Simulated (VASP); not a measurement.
SiC:

```
Si C
1.0
     0.00000    2.26517    2.11920
     2.26517    0.00000    2.11920
     2.26517    2.26517    0.00000
Si C
1 1
Direct
  0.00000 0.00000 0.00000
  0.25000 0.25000 0.25000
```

This cell differs from its parent crystal: epitaxial xy strain +4.0%.

Base run:

```yaml
Program: VASP 6.6.1
Functional: r2SCAN
Potentials_or_basis: VASP PAW PBE potentials, release 64 (Si, C)
Cutoff: 520 eV
k_mesh: 10 × 10 × 10
Occupations: gaussian, width 0.01 eV
Spin: no spin polarisation
```

Its results: band gap on the k mesh 1.10 eV, indirect (least direct gap 4.92 eV); pressure -10.9 GPa.

Problem. The run is repeated on the same cell with these changes: functional from r2SCAN to PBE; occupations from gaussian, width 0.01 eV to fermi-dirac, width 0.02 eV. What comes out?

Solution. Band gap on the k mesh 0.77 eV, indirect (least direct gap 4.41 eV); pressure -7.2 GPa.

Caveats: the PAW data sets were made with another functional, which shifts forces and pressure a little (some runs).

A k mesh can miss the band edges.
